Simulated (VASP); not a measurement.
Here is a VASP 6.6.1 calculation.

The input INCAR:

```
PREC = Accurate ; ENCUT = 600
EDIFF = 1E-6 ; ISMEAR = 0
SIGMA = 0.2 ; LREAL = F
LASPH = T ; NELM = 200
ALGO = Normal ; ISIF = 2
LWAVE = F ; LCHARG = F
ISPIN = 2 ; MAGMOM = 0 0 0 0 4 0 0 0
LORBIT = 11 ; LMAXMIX = 4
GGA = PE ; NBANDS = 31
GGA_COMPAT = F
```

Contents of KPOINTS:

```
Automatic mesh
0
Gamma
  6 6 2
```

Contents of POSCAR:

```
Mg4FeO3
1.0
    2.6762027131      0.0000000000      0.0000000000
    0.0000000000      2.6762027131      0.0000000000
    0.0000000000      0.0000000000     12.1641644169
Mg Fe O
4 1 3
Direct
    0.0000000000      0.0000000000      0.8270693305
    0.0000000000      0.0000000000      0.1729306695
    0.0000000000      0.0000000000      0.3905404480
    0.0000000000      0.0000000000      0.6094595520
    0.5000000000      0.5000000000      0.0000000000
    0.5000000000      0.5000000000      0.2806436784
    0.5000000000      0.5000000000      0.5000000000
    0.5000000000      0.5000000000      0.7193563216
```

Potentials or basis: VASP PAW PBE potentials, release 64 (Mg, Fe, O).

Command:

```console
$ cat potpaw_PBE.64/Mg/POTCAR potpaw_PBE.64/Fe/POTCAR potpaw_PBE.64/O/POTCAR > POTCAR
$ mpirun -np 1 vasp_std > vasp.out
```

Task: Estimate the largest force.

Result: 0.043 eV/Å.

Task: Predict the net moment.

Result: 2.21 μB per cell.

Task: Predict the site moments.

Result: Mg -0.02, -0.00 (each value once); Fe +2.35; O -0.01, -0.00 (each value once) μB.

Stress tensor (GPa, compression positive):
```
-0.92  0.00  0.00
 0.00 -0.92  0.00
 0.00  0.00 -0.76
```

Caveat: the k points lie up to 0.39 Å⁻¹ apart; a cell with one magnetic atom can't hold antiferromagnetic order, which such compounds often take.
